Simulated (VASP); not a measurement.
# TiO2 in VASP: further runs

Runs on TiO2. Level: PBE. Tasks: relaxation of shape and atoms at fixed volume, single point.

Everything below comes from runs of VASP 6.6.1. Logs are shortened: lines on timing, memory, paths and dates and some standing lists are left out, and cuts for length are marked.

### Step 1. The cell of the first run

The typed cell holds 6 atoms: a = 3.725 Å, b = 3.725 Å, c = 5.291 Å, α = 110.61°, β = 110.61°, γ = 90.00°.

### Step 2. Relaxation of shape and atoms at fixed volume, PBE (10.62 Å³/atom)

The input, INCAR:

```
SYSTEM = TiO2
  PREC = Accurate
  ENCUT = 600
  EDIFF = 1E-7
  ISMEAR = 0
  SIGMA = 0.02
  LREAL = .False.
  LASPH = .True.
  NELM = 100
  ALGO = Normal
  ISIF = 4
  LWAVE = .False.
  LCHARG = .False.
  GGA = PE
  IBRION = 2
  NSW = 50
  EDIFFG = -0.01
```

The input, KPOINTS:

```
regular mesh
0
Gamma
  8 8 6
  0 0 0
```

The input, POSCAR:

```
TiO2
1.0
    2.6341040705     -2.6342181362     -0.0195941078
    2.6341040705      2.6342181362     -0.0195941078
   -2.5995070105      0.0000000000      4.6088144818
Ti O
2 4
Direct
    0.1250058852      0.8749941148      0.2500000000
    0.8749941148      0.1250058852      0.7500000000
    0.3370573724      0.0870338155      0.6740764040
    0.6629426276      0.9129661845      0.3259235960
    0.9129661845      0.6629426276      0.8259235960
    0.0870338155      0.3370573724      0.1740764040
```

Potentials or basis: VASP PAW PBE potentials, release 64 (Ti_sv, O).

Command:

```bash
> cat potpaw_PBE.64/Ti_sv/POTCAR potpaw_PBE.64/O/POTCAR > POTCAR
> mpirun -np 1 vasp_std > vasp.out
```

OUTCAR:

```text
SYSTEM = TiO2
   PREC = Accurate
   ENCUT = 600
   EDIFF = 1E-7
   ISMEAR = 0
   LREAL = .False.
   LASPH = .True.
   NELM = 100
   ISIF = 4
   GGA = PE
   IBRION = 2
   NSW = 50
   EDIFFG = -0.01

 ion  position               nearest neighbor table
   1  0.125  0.875  0.250-   4 1.89   6 1.89   6 1.90   4 1.90   3 1.95   5 1.95
   2  0.875  0.125  0.750-   5 1.89   3 1.89   5 1.90   3 1.90   6 1.95   4 1.95
   3  0.337  0.087  0.674-   2 1.89   2 1.90   1 1.95
   4  0.663  0.913  0.326-   1 1.89   1 1.90   2 1.95
   5  0.913  0.663  0.826-   2 1.89   2 1.90   1 1.95
   6  0.087  0.337  0.174-   1 1.89   1 1.90   2 1.95

  LATTYP: Found a base centered monoclinic cell.
 ALAT       =     5.2683538922
 B/A-ratio  =     1.0000156368
 C/A-ratio  =     1.0043689474
 COS(beta)  =    -0.4977381767

  Lattice vectors:

 A1 = (   2.6341040705,  -2.6342181362,  -0.0195941078)
 A2 = (   2.6341040705,   2.6342181362,  -0.0195941078)
 A3 = (  -2.5995070105,   0.0000000000,   4.6088144818)

Analysis of symmetry for initial positions (statically):
=====================================================================
 Subroutine PRICEL returns:
 Original cell was already a primitive cell.

 Routine SETGRP: Setting up the symmetry group for a
 base centered monoclinic supercell.

 Subroutine GETGRP returns: Found  4 space group operations
 (whereof  2 operations were pure point group operations)
 out of a pool of  4 trial point group operations.

The static configuration has the point symmetry S_2 .
 The point group associated with its full space group is C_2h.

Analysis of symmetry for dynamics (positions and initial velocities):
=====================================================================
 Subroutine PRICEL returns:
 Original cell was already a primitive cell.

 Routine SETGRP: Setting up the symmetry group for a
 base centered monoclinic supercell.

 Subroutine GETGRP returns: Found  4 space group operations
 (whereof  2 operations were pure point group operations)
 out of a pool of  4 trial point group operations.

The dynamic configuration has the point symmetry S_2 .
 The point group associated with its full space group is C_2h.

 Subroutine INISYM returns: Found  4 space group operations
 (whereof  2 operations are pure point group operations),
 and found     1 'primitive' translations

----------------------------------------------------------------------------------------

                                     Primitive cell

  volume of cell :      63.6910

  direct lattice vectors                    reciprocal lattice vectors
     2.634104070 -2.634218136 -0.019594108     0.190617617 -0.189809641  0.107513946
     2.634104070  2.634218136 -0.019594108     0.190617617  0.189809641  0.107513946
    -2.599507010  0.000000000  4.608814482     0.001620800  0.000000000  0.217889716

  length of vectors
     3.725317889  3.725317889  5.291371053     0.289692983  0.289692983  0.217895744

  position of ions in fractional coordinates (direct lattice)
     0.125005885  0.874994115  0.250000000
     0.874994115  0.125005885  0.750000000
     0.337057372  0.087033815  0.674076404
     0.662942628  0.912966184  0.325923596
     0.912966184  0.662942628  0.825923596
     0.087033815  0.337057372  0.174076404

  ion indices of the primitive-cell ions
   primitive index   ion index
                 1           1
                 2           2
                 3           3
                 4           4
                 5           5
                 6           6

----------------------------------------------------------------------------------------

 KPOINTS: regular mesh

Automatic generation of k-mesh.
 Grid dimensions read from file:
 generate k-points for:    8    8    6

 Generating k-lattice:

  Cartesian coordinates                     Fractional coordinates (reciprocal lattice)
     0.023827202 -0.023726205  0.013439243     0.125000000 -0.000000000  0.000000000
     0.023827202  0.023726205  0.013439243    -0.000000000  0.125000000  0.000000000
     0.000270133  0.000000000  0.036314953     0.000000000  0.000000000  0.166666667

  Length of vectors
     0.036211623  0.036211623  0.036315957

  Shift w.r.t. Gamma in fractional coordinates (k-lattice)
     0.000000000  0.000000000  0.000000000

 Subroutine IBZKPT returns following result:
 ===========================================

 Found    114 irreducible k-points:

 Following reciprocal coordinates:
            Coordinates               Weight
  0.000000  0.000000  0.000000      1.000000
  0.125000  0.000000 -0.000000      4.000000
  0.250000  0.000000 -0.000000      4.000000
  0.375000  0.000000 -0.000000      4.000000
  0.500000  0.000000 -0.000000      2.000000
  0.125000  0.125000 -0.000000      2.000000
[... 16 lines left out ...]
  0.125000 -0.000000  0.166667      4.000000
  0.250000  0.000000  0.166667      4.000000
 [... further k-points ...]
   k-points           NKPTS =    114   k-points in BZ     NKDIM =    114   number of bands    NBANDS=     28
   number of dos      NEDOS =    301   number of ions     NIONS =      6
   total plane-waves  NPLWV =  37800
   dimension x,y,z NGX =    30 NGY =   30 NGZ =   42
   dimension x,y,z NGXF=    60 NGYF=   60 NGZF=   84
   ions per type =               2   4
   NGX,Y,Z   is equivalent  to a cutoff of  13.39, 13.39, 13.20 a.u.
   NGXF,Y,Z  is equivalent  to a cutoff of  26.78, 26.78, 26.39 a.u.
 SYSTEM =  TiO2
   PREC   = accura    normal or accurate (medium, high low for compatibility)
   ISTART =      0    job   : 0-new  1-cont  2-samecut
   ICHARG =      2    charge: 1-file 2-atom 10-const
   ISPIN  =      1    spin polarized calculation?
   LNONCOLLINEAR =      F non collinear calculations
   LSORBIT =      F    spin-orbit coupling
   LASPH  =      T    aspherical Exc in radial PAW
   ENCUT  =  600.0 eV  44.10 Ry    6.64 a.u.   7.44  7.44 10.57*2*pi/ulx,y,z
   NELM   =    100;   NELMIN=  2; NELMDL= -5     # of ELM steps
   EDIFF  = 0.1E-06   stopping-criterion for ELM
   LREAL  =      F    real-space projection
   EDIFFG = -.1E-01   stopping-criterion for IOM
   NSW    =     50    number of steps for IOM
   IBRION =      2    ionic relax: 0-MD 1-quasi-New 2-CG
   NFREE  =      1    steps in history (QN), initial steepest desc. (CG)
   ISIF   =      4    stress and relaxation
   ISYM   =      2    0-nonsym 1-usesym 2-fastsym
   POTIM  = 0.5000    time-step for ionic-motion
   TEBEG  =    0.0;   TEEND  =   0.0 temperature during run
   PSTRESS=    0.0 pullay stress
   NELECT =      48.0000    total number of electrons
   NUPDOWN=      -1.0000    fix difference up-down
   EMIN   =  10.00;   EMAX   =-10.00  energy-range for DOS
   EFERMI =   0.00;   METHOD = LEGACY
   ISMEAR =     0;   SIGMA  =   0.02  broadening in eV -4-tet -1-fermi 0-gaus
   EFERMI_NEDOS =   21; number of points for ismear=-14 and -15
   IALGO  =     38    algorithm
   IMIX   =      4    mixing-type and parameters
     AMIX     =   0.40;   BMIX     =  1.00
     AMIX_MAG =   1.60;   BMIX_MAG =  1.00
  volume/ion in A,a.u.               =      10.62        71.63
  Fermi-wavevector in a.u.,A,eV,Ry     =   1.489804  2.815322 30.198366  2.219517
  Thomas-Fermi vector in A             =   2.602667
   LORBIT       =      0    0 simple, 1 ext, 2 COOP (PROOUT), +10 PAW based schemes
   GGA     = PE    functional components
   LHFCALC =     F    Hartree Fock is set to
   AEXX    =    0.0000 exact exchange contribution
   IVDW    =     0    specifies the selected vdW correction
   LEPSILON=     F    determine dielectric tensor
   LRPA    =     F    only Hartree local field effects (RPA)
 conjugate gradient relaxation of ions
 non-spin polarized calculation
 Gauss-broadening in eV      SIGMA  =   0.02
  energy-cutoff  :      600.00
  volume of cell :       63.69
 maximum number of plane-waves:      2146
 NGX is ok and might be reduce to    30
   NGX = 15   NGY = 15   NGZ = 21

--------------------------------------- Ionic step        1  -------------------------------------------

 number of electron      47.9999994 magnetization

 Free energy of the ion-electron system (eV)
  ---------------------------------------------------
  ext. energy  EPLUGINS =         0.00000000
  ---------------------------------------------------
  free energy    TOTEN  =       -53.48620023 eV

  energy without entropy =      -53.48620023  energy(sigma->0) =      -53.48620023

------------------------ aborting loop because EDIFF is reached ----------------------------------------

  FORCE on cell =-STRESS in cart. coord.  units (eV):
  Direction    XX          YY          ZZ          XY          YZ          ZX
  --------------------------------------------------------------------------------------
  -------------------------------------------------------------------------------------
  Total        8.3243945      8.3241321      8.3803489      0.0000000      0.0000000     -0.0043258
  in kB      209.4041627    209.3975616    210.8117207      0.0000000      0.0000000     -0.1088185
  external PRESSURE =     209.8711483 kB  Pullay stress =       0.0000000 kB
[... 185 lines left out ...]
  energy  without entropy=      -53.5053293456  energy(sigma->0) =      -53.50532935

--------------------------------------- Ionic step        6  -------------------------------------------

 number of electron      48.0000007 magnetization

 Free energy of the ion-electron system (eV)
  ---------------------------------------------------
  ext. energy  EPLUGINS =         0.00000000
  ---------------------------------------------------
  free energy    TOTEN  =       -53.50536533 eV

  energy without entropy =      -53.50536533  energy(sigma->0) =      -53.50536533

 E-fermi :   4.2236     XC(G=0): -11.1282

 val. band max:        4.1390290835   @ k =   0.5000   0.5000  -0.0000
 cond. band min:       6.0846625716   @ k =   0.0000   0.0000   0.0000
 fundamental gap:      1.9456334881
 Fermi energy:         4.2236389504

 k-point     1 :       0.0000    0.0000    0.0000
  band No.  band energies     occupation
      1     -52.2128      2.00000
      2     -52.1213      2.00000
      3     -28.7605      2.00000
      4     -28.4788      2.00000
      5     -28.4788      2.00000
      6     -28.3738      2.00000
[... 733 lines left out ...]
     27       7.4834      0.00000
     28       7.9109      0.00000

 [... further k-points ...]

------------------------ aborting loop because EDIFF is reached ----------------------------------------

  FORCE on cell =-STRESS in cart. coord.  units (eV):
  Direction    XX          YY          ZZ          XY          YZ          ZX
  --------------------------------------------------------------------------------------
  -------------------------------------------------------------------------------------
  Total        7.2628574      7.2632389      7.2879504      0.0000000      0.0000000      0.0080252
  in kB      182.7006841    182.7102816    183.3319091      0.0000000      0.0000000      0.2018768
  external PRESSURE =     182.9142916 kB  Pullay stress =       0.0000000 kB
[... 21 lines left out ...]
  FREE ENERGIE OF THE ION-ELECTRON SYSTEM (eV)
  ---------------------------------------------------
  free  energy   TOTEN  =       -53.5053653334 eV

  energy  without entropy=      -53.5053653334  energy(sigma->0) =      -53.50536533

 reached required accuracy - stopping structural energy minimisation
```

It took 6.8 min on 1 thread of Intel Xeon 6975P-C (Granite Rapids), shared host; peak memory 0.34 GiB.

What came out:

```yaml
Free_energy: -53.5054 eV
Energy_gained_by_relaxing: 3.2 meV/atom
Ionic_steps: 6
Pressure_after_relaxing: 18.3 GPa
Largest_force_after_relaxing: 0.006 eV/Å
Band_gap_on_the_k_mesh: 1.95 eV (least direct gap 2.48 eV)
```

Forces in eV/Å, atoms in the order of the input:
```
Ti   0.000  0.000  0.000
Ti   0.000  0.000  0.000
O    0.003 -0.002  0.005
O   -0.003  0.002 -0.005
O   -0.003 -0.002 -0.005
O    0.003  0.002  0.005
```

Step by step:
| step | energy change (eV) | largest force (eV/Å) | pressure (GPa) | volume (Å³) |
| --- | --- | --- | --- | --- |
| 1 | 0.0000 | 0.2445 | 20.99 | 63.69 |
| 2 | -0.0063 | 0.0307 | 20.22 | 63.69 |
| 3 | -0.0063 | 0.0081 | 20.14 | 63.69 |
| 4 | -0.0120 | 0.0073 | 19.66 | 63.69 |
| 5 | -0.0191 | 0.0062 | 18.21 | 63.69 |
| 6 | -0.0192 | 0.0064 | 18.29 | 63.69 |

Final structure:
```
Ti O
1.0
     2.65786   -2.65793   -0.02005
     2.65786    2.65793   -0.02005
    -2.62435    0.00000    4.52768
Ti O
2 4
Direct
  0.12501 0.87499 0.25000
  0.87499 0.12501 0.75000
  0.34132 0.09135 0.68272
  0.65868 0.90865 0.31728
  0.90865 0.65868 0.81728
  0.09135 0.34132 0.18272
```

Levels at points of the mesh, in eV from the valence-band top:
| k point | band 21 | band 22 | band 23 | band 24 | band 25 | band 26 | band 27 | band 28 |
| --- | --- | --- | --- | --- | --- | --- | --- | --- |
| (0.00, 0.00, 0.00) | -0.73 | -0.73 | -0.69 | -0.69 | 1.95 | 2.91 | 3.68 | 3.68 |
| (0.50, 0.00, 0.00) | -2.19 | -1.18 | -0.98 | -0.70 | 3.27 | 3.34 | 3.71 | 3.94 |
| (0.50, 0.50, 0.00) | -2.42 | -2.42 | 0.00 | 0.00 | 3.63 | 3.63 | 4.07 | 4.07 |
| (0.00, 0.00, 0.50) | -1.44 | -1.44 | -0.31 | -0.31 | 2.41 | 2.41 | 3.77 | 3.77 |
| (0.50, 0.00, 0.50) | -2.19 | -1.18 | -0.98 | -0.70 | 3.27 | 3.34 | 3.71 | 3.94 |
| (0.50, 0.50, 0.50) | -2.42 | -2.42 | 0.00 | 0.00 | 3.63 | 3.63 | 4.07 | 4.07 |

(Continued in part 2 of 3.)
